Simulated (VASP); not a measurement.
# BaOs2Rh2 (I4/mmm) in VASP: notebook

The runs below take BaOs2Rh2 through single point, with RPBE, revPBE, r2SCAN.

All numbers are computed with VASP 6.6.1; they aren't measurements. Logs are shortened: lines on timing, memory, paths and dates and some standing lists are left out, and cuts for length are marked.

### 1 The cell of the first run

Symmetry: I4/mmm, No. 139, tetragonal system. Conventional cell: a = 4.154 Å, b = 4.154 Å, c = 12.043 Å, α = 90.00°, β = 90.00°, γ = 90.00°. Within 3.4 Å of Os (site symmetry -4m2) lie 4 Rh at 2.57 Å and 4 Os at 2.94 Å. Rh (site symmetry 4mm) has 4 Os at 2.57 Å and 1 Rh at 3.01 Å and 4 Ba at 3.30 Å within 3.4 Å. Ba (site symmetry 4/mmm) has 8 Rh at 3.30 Å and 8 Os at 3.66 Å and 4 Ba at 4.15 Å within 4.3 Å.

### 2 Single point, RPBE

Contents of INCAR:

```
PREC = Accurate ; ENCUT = 520
EDIFF = 1E-6 ; ISMEAR = -1
SIGMA = 0.1 ; LREAL = F
LASPH = T ; NELM = 60
ALGO = Normal ; ISIF = 2
LWAVE = F ; LCHARG = F
GGA = RP ; NBANDS = 36
```

Contents of KPOINTS:

```
regular mesh
0
Gamma
  5 5 5
```

Contents of POSCAR:

```
BaOs2Rh2
1.0
    0.0000000000      4.1542820000      0.0000000000
    4.1542820000      0.0000000000      0.0000000000
    2.0771410000      2.0771410000     -6.0213330000
Os Rh Ba
2 2 1
Direct
    0.7500000000      0.2500000000      0.5000000000
    0.2500000000      0.7500000000      0.5000000000
    0.3750000000      0.3750000000      0.2500000000
    0.6250000000      0.6250000000      0.7500000000
    0.0000000000      0.0000000000      0.0000000000
```

Potentials or basis: VASP PAW PBE potentials, release 64 (Os, Rh_pv, Ba_sv).

Started as:

```bash
$ cat potpaw_PBE.64/Os/POTCAR potpaw_PBE.64/Rh_pv/POTCAR potpaw_PBE.64/Ba_sv/POTCAR > POTCAR
$ mpirun -np 1 vasp_std > vasp.out
```

OUTCAR:

```text
PREC = Accurate
   ENCUT = 520
   EDIFF = 1E-6
   ISMEAR = -1
   LREAL = F
   LASPH = T
   NELM = 60
   ISIF = 2
   GGA = RP

 ion  position               nearest neighbor table
   1  0.750  0.250  0.500-   3 2.57   3 2.57   4 2.57   4 2.57   2 2.94   2 2.94   2 2.94   2 2.94
                             5 3.66   5 3.66   5 3.66   5 3.66
   2  0.250  0.750  0.500-   3 2.57   3 2.57   4 2.57   4 2.57   1 2.94   1 2.94   1 2.94   1 2.94
                             5 3.66   5 3.66   5 3.66   5 3.66
   3  0.375  0.375  0.250-   1 2.57   2 2.57   2 2.57   1 2.57   4 3.01   5 3.30   5 3.30   5 3.30
                             5 3.30
   4  0.625  0.625  0.750-   2 2.57   1 2.57   1 2.57   2 2.57   3 3.01   5 3.30   5 3.30   5 3.30
                             5 3.30
   5  0.000  0.000  0.000-   4 3.30   4 3.30   4 3.30   3 3.30   4 3.30   3 3.30   3 3.30   3 3.30
                             2 3.66   1 3.66   2 3.66   1 3.66   1 3.66   2 3.66   2 3.66   1 3.66

  LATTYP: Found a body centered tetragonal cell.
 ALAT       =     4.1542820000
 C/A-ratio  =     2.8988561682

  Lattice vectors:

 A1 = (  -2.0771410000,   2.0771410000,   6.0213330000)
 A2 = (   2.0771410000,  -2.0771410000,   6.0213330000)
 A3 = (   2.0771410000,   2.0771410000,  -6.0213330000)

Analysis of symmetry for initial positions (statically):
=====================================================================
 Subroutine PRICEL returns:
 Original cell was already a primitive cell.

 Routine SETGRP: Setting up the symmetry group for a
 body centered tetragonal supercell.

 Subroutine GETGRP returns: Found 16 space group operations
 (whereof 16 operations were pure point group operations)
 out of a pool of 16 trial point group operations.

The static configuration has the point symmetry D_4h.

Analysis of symmetry for dynamics (positions and initial velocities):
=====================================================================
 Subroutine PRICEL returns:
 Original cell was already a primitive cell.

 Routine SETGRP: Setting up the symmetry group for a
 body centered tetragonal supercell.

 Subroutine GETGRP returns: Found 16 space group operations
 (whereof 16 operations were pure point group operations)
 out of a pool of 16 trial point group operations.

The dynamic configuration has the point symmetry D_4h.

 Subroutine INISYM returns: Found 16 space group operations
 (whereof 16 operations are pure point group operations),
 and found     1 'primitive' translations

----------------------------------------------------------------------------------------

                                     Primitive cell

  volume of cell :     103.9165

  direct lattice vectors                    reciprocal lattice vectors
     0.000000000  4.154282000  0.000000000     0.000000000  0.240715483  0.083038091
     4.154282000  0.000000000  0.000000000     0.240715483  0.000000000  0.083038091
     2.077141000  2.077141000 -6.021333000     0.000000000  0.000000000 -0.166076183

  length of vectors
     4.154282000  4.154282000  6.699662720     0.254635560  0.254635560  0.166076183

  position of ions in fractional coordinates (direct lattice)
     0.750000000  0.250000000  0.500000000
     0.250000000  0.750000000  0.500000000
     0.375000000  0.375000000  0.250000000
     0.625000000  0.625000000  0.750000000
     0.000000000  0.000000000  0.000000000

  ion indices of the primitive-cell ions
   primitive index   ion index
                 1           1
                 2           2
                 3           3
                 4           4
                 5           5

----------------------------------------------------------------------------------------

 KPOINTS: regular mesh

Automatic generation of k-mesh.
 Grid dimensions read from file:
 generate k-points for:    5    5    5

 Generating k-lattice:

  Cartesian coordinates                     Fractional coordinates (reciprocal lattice)
     0.000000000  0.048143097  0.016607618     0.200000000  0.000000000 -0.000000000
     0.048143097  0.000000000  0.016607618     0.000000000  0.200000000 -0.000000000
     0.000000000  0.000000000 -0.033215237     0.000000000  0.000000000  0.200000000

  Length of vectors
     0.050927112  0.050927112  0.033215237

  Shift w.r.t. Gamma in fractional coordinates (k-lattice)
     0.000000000  0.000000000  0.000000000

 Subroutine IBZKPT returns following result:
 ===========================================

 Found     18 irreducible k-points:

 Following reciprocal coordinates:
            Coordinates               Weight
  0.000000  0.000000  0.000000      1.000000
  0.200000  0.000000 -0.000000      8.000000
  0.400000  0.000000 -0.000000      8.000000
  0.200000  0.200000 -0.000000      8.000000
  0.400000  0.200000 -0.000000     16.000000
 -0.400000  0.200000  0.000000     16.000000
[... 10 lines left out ...]
  0.000000  0.000000  0.400000      2.000000
 -0.200000  0.000000  0.400000      4.000000
   k-points           NKPTS =     18   k-points in BZ     NKDIM =     18   number of bands    NBANDS=     36
   number of dos      NEDOS =    301   number of ions     NIONS =      5
   total plane-waves  NPLWV =  51200
   dimension x,y,z NGX =    32 NGY =   32 NGZ =   50
   dimension x,y,z NGXF=    64 NGYF=   64 NGZF=  100
   ions per type =               2   2   1
   NGX,Y,Z   is equivalent  to a cutoff of  12.81, 12.81, 12.41 a.u.
   NGXF,Y,Z  is equivalent  to a cutoff of  25.61, 25.61, 24.81 a.u.
 SYSTEM =  unknown system
   PREC   = accura    normal or accurate (medium, high low for compatibility)
   ISTART =      0    job   : 0-new  1-cont  2-samecut
   ICHARG =      2    charge: 1-file 2-atom 10-const
   ISPIN  =      1    spin polarized calculation?
   LNONCOLLINEAR =      F non collinear calculations
   LSORBIT =      F    spin-orbit coupling
   LASPH  =      T    aspherical Exc in radial PAW
   ENCUT  =  520.0 eV  38.22 Ry    6.18 a.u.   7.72  7.72 12.46*2*pi/ulx,y,z
   NELM   =     60;   NELMIN=  2; NELMDL= -5     # of ELM steps
   EDIFF  = 0.1E-05   stopping-criterion for ELM
   LREAL  =      F    real-space projection
   EDIFFG = 0.1E-04   stopping-criterion for IOM
   NSW    =      0    number of steps for IOM
   IBRION =     -1    ionic relax: 0-MD 1-quasi-New 2-CG
   NFREE  =      0    steps in history (QN), initial steepest desc. (CG)
   ISIF   =      2    stress and relaxation
   ISYM   =      2    0-nonsym 1-usesym 2-fastsym
   POTIM  = 0.5000    time-step for ionic-motion
   TEBEG  =    0.0;   TEEND  =   0.0 temperature during run
   PSTRESS=    0.0 pullay stress
   NELECT =      56.0000    total number of electrons
   NUPDOWN=      -1.0000    fix difference up-down
   EMIN   =  10.00;   EMAX   =-10.00  energy-range for DOS
   EFERMI =   0.00;   METHOD = LEGACY
   ISMEAR =    -1;   SIGMA  =   0.10  broadening in eV -4-tet -1-fermi 0-gaus
   EFERMI_NEDOS =   21; number of points for ismear=-14 and -15
   IALGO  =     38    algorithm
   IMIX   =      4    mixing-type and parameters
     AMIX     =   0.40;   BMIX     =  1.00
     AMIX_MAG =   1.60;   BMIX_MAG =  1.00
  volume/ion in A,a.u.               =      20.78       140.25
  Fermi-wavevector in a.u.,A,eV,Ry     =   1.332220  2.517531 24.147761  1.774810
  Thomas-Fermi vector in A             =   2.461172
   LORBIT       =      0    0 simple, 1 ext, 2 COOP (PROOUT), +10 PAW based schemes
   GGA     = RP    functional components
   LHFCALC =     F    Hartree Fock is set to
   AEXX    =    0.0000 exact exchange contribution
   IVDW    =     0    specifies the selected vdW correction
   LEPSILON=     F    determine dielectric tensor
   LRPA    =     F    only Hartree local field effects (RPA)
 non-spin polarized calculation
  energy-cutoff  :      520.00
  volume of cell :      103.92
 maximum number of plane-waves:      2839
   NGX = 15   NGY = 15   NGZ = 25

 number of electron      56.0000010 magnetization

 Free energy of the ion-electron system (eV)
  ---------------------------------------------------
  ext. energy  EPLUGINS =         0.00000000
  ---------------------------------------------------
  free energy    TOTEN  =       -33.59249672 eV

  energy without entropy =      -33.34057994  energy(sigma->0) =      -33.46653833

 E-fermi :   6.3089     XC(G=0): -11.4688

 val. band max:        6.3078414949   @ k =  -0.4000   0.2000   0.0000
 cond. band min:       6.3168652018   @ k =  -0.2000  -0.2000   0.2000
 fundamental gap:      0.0090237069
 Fermi energy:         6.3088994688

 k-point     1 :       0.0000    0.0000    0.0000
  band No.  band energies     occupation
      1     -40.2532      2.00000
      2     -40.1920      2.00000
      3     -40.1261      2.00000
      4     -40.1261      2.00000
      5     -40.1189      2.00000
      6     -40.1189      2.00000
[... 28 lines left out ...]
     35       8.8477      0.00000
     36       9.2744      0.00000

 k-point     2 :       0.2000    0.0000   -0.0000
  band No.  band energies     occupation
      1     -40.2519      2.00000
      2     -40.1919      2.00000
      3     -40.1268      2.00000
      4     -40.1258      2.00000
      5     -40.1200      2.00000
      6     -40.1191      2.00000
[... 28 lines left out ...]
     35       9.2913      0.00000
     36       9.9961      0.00000

 k-point     3 :       0.4000    0.0000   -0.0000
  band No.  band energies     occupation
      1     -40.2499      2.00000
      2     -40.1919      2.00000
      3     -40.1277      2.00000
      4     -40.1252      2.00000
      5     -40.1220      2.00000
      6     -40.1197      2.00000
[... 28 lines left out ...]
     35       9.9514      0.00000
     36      10.5464      0.00000

 k-point     4 :       0.2000    0.2000   -0.0000
  band No.  band energies     occupation
      1     -40.2505      2.00000
      2     -40.1921      2.00000
      3     -40.1269      2.00000
      4     -40.1260      2.00000
      5     -40.1207      2.00000
      6     -40.1199      2.00000
[... 28 lines left out ...]
     35       9.2409      0.00000
     36       9.7331      0.00000

 k-point     5 :       0.4000    0.2000   -0.0000
  band No.  band energies     occupation
      1     -40.2490      2.00000
      2     -40.1916      2.00000
      3     -40.1278      2.00000
      4     -40.1264      2.00000
      5     -40.1217      2.00000
      6     -40.1204      2.00000
[... 421 lines left out ...]
 k-point    16 :      -0.2000   -0.2000    0.2000
  band No.  band energies     occupation
      1     -40.2492      2.00000
      2     -40.1934      2.00000
      3     -40.1263      2.00000
      4     -40.1251      2.00000
      5     -40.1216      2.00000
      6     -40.1204      2.00000
[... 28 lines left out ...]
     35       9.8986      0.00000
     36      10.3429      0.00000

 k-point    17 :       0.0000    0.0000    0.4000
  band No.  band energies     occupation
      1     -40.2501      2.00000
      2     -40.1951      2.00000
      3     -40.1245      2.00000
      4     -40.1245      2.00000
      5     -40.1205      2.00000
      6     -40.1205      2.00000
[... 28 lines left out ...]
     35       9.7607      0.00000
     36       9.7607      0.00000

 k-point    18 :      -0.2000    0.0000    0.4000
  band No.  band energies     occupation
      1     -40.2494      2.00000
      2     -40.1945      2.00000
      3     -40.1253      2.00000
      4     -40.1244      2.00000
      5     -40.1214      2.00000
      6     -40.1206      2.00000
[... 28 lines left out ...]
     35       9.9455      0.00000
     36      10.3356      0.00000

------------------------ aborting loop because EDIFF is reached ----------------------------------------

  FORCE on cell =-STRESS in cart. coord.  units (eV):
  Direction    XX          YY          ZZ          XY          YZ          ZX
  --------------------------------------------------------------------------------------
  -------------------------------------------------------------------------------------
  Total        0.0223325      0.0223325     -0.8932017      0.0000000      0.0000000      0.0000000
  in kB        0.3443201      0.3443201    -13.7713187      0.0000000      0.0000000      0.0000000
  external PRESSURE =      -4.3608928 kB  Pullay stress =       0.0000000 kB

 VOLUME and BASIS-vectors are now :
 -----------------------------------------------------------------------------
  energy-cutoff  :      520.00
  volume of cell :      103.92
      direct lattice vectors                 reciprocal lattice vectors
     0.000000000  4.154282000  0.000000000     0.000000000  0.240715483  0.083038091
     4.154282000  0.000000000  0.000000000     0.240715483  0.000000000  0.083038091
     2.077141000  2.077141000 -6.021333000     0.000000000  0.000000000 -0.166076183

 POSITION                                       TOTAL-FORCE (eV/Angst)
 -----------------------------------------------------------------------------------
      2.07714      4.15428     -3.01067        -0.000000     -0.000000      0.000000
      4.15428      2.07714     -3.01067         0.000000      0.000000     -0.000000
      2.07714      2.07714     -1.50533         0.000000     -0.000000      0.342167
      4.15428      4.15428     -4.51600         0.000000     -0.000000     -0.342167
      0.00000      0.00000      0.00000         0.000000     -0.000000      0.000000
 -----------------------------------------------------------------------------------
    total drift:                               -0.000000     -0.000000     -0.000000

  FREE ENERGIE OF THE ION-ELECTRON SYSTEM (eV)
  ---------------------------------------------------
  free  energy   TOTEN  =       -33.5924967204 eV

  energy  without entropy=      -33.3405799394  energy(sigma->0) =      -33.46653833
```

Wall time 43 s (1 thread of Oxide Virtual Turin-like, shared host); peak memory 0.21 GiB.

What came out:

| Item | Value |
| --- | --- |
| Free energy | -33.5925 eV |
| Pressure | -0.4 GPa |
| Largest force | 0.342 eV/Å |
| Band gap on the k mesh | zero (bands 28 and 29 overlap by 0.36 eV) |

Forces on the atoms (eV/Å):
```
Os   0.000  0.000  0.000
Os   0.000  0.000  0.000
Rh   0.000  0.000  0.342
Rh   0.000  0.000 -0.342
Ba   0.000  0.000  0.000
```

Caveat: the PAW data sets were made with another functional, which shifts forces and pressure a little; spin-orbit coupling is left out, which moves the levels of the heavy elements.

(Part 1 of 2 ends here.)

The gap in the log of VASP goes by the Fermi energy; the results here count the filled bands.